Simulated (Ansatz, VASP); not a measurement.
# WS2 in VASP and in Ansatz

```
CELL_PARAMETERS angstrom
3.12682 0.00000 0.00000
-1.56341 2.70791 0.00000
0.00000 0.00000 12.15943
ATOMIC_POSITIONS crystal
W 0.33333 0.66667 0.25000
W 0.66667 0.33333 0.75000
S 0.33333 0.66667 0.62154
S 0.66667 0.33333 0.12154
S 0.33333 0.66667 0.87846
S 0.66667 0.33333 0.37846
```

Alike in both runs: functional LDA; k mesh 12 × 12 × 3; no spin polarisation.

Ansatz relaxed the structure, and its values are those at the end. VASP's run is a single point on that final structure, the one shown.

|  | VASP | Ansatz |
| --- | --- | --- |
| version | VASP 6.6.1 | Ansatz 0.2.0 |
| potentials or method | VASP PAW LDA potentials, release 64 (W_sv, S) | scalar-relativistic, plane waves, PAW |
| plane-wave cutoff (eV) | 520 | 420 |
| occupations | gaussian, width 0.01 eV | fixed |
| valence electrons in the cell | 52 | 52 |

VASP gave:

| Property | Result |
| --- | --- |
| gap on the k mesh at the Fermi level (eV) | 0.85 |
| least direct gap on the mesh (eV) | 1.89 |
| pressure (GPa) | 0.4 |
| rms of the force components (eV/Å) | 0.023 |

Task: What did Ansatz give for the same quantities?

Result: gap on the k mesh at the Fermi level (eV): 0.84; least direct gap on the mesh (eV): 1.88; pressure (GPa): 0.0; rms of the force components (eV/Å): 0.000.

LDA's correlation is that of Perdew and Zunger in VASP and of Perdew and Wang (1992) in Ansatz.

Neither program's run includes spin-orbit coupling.
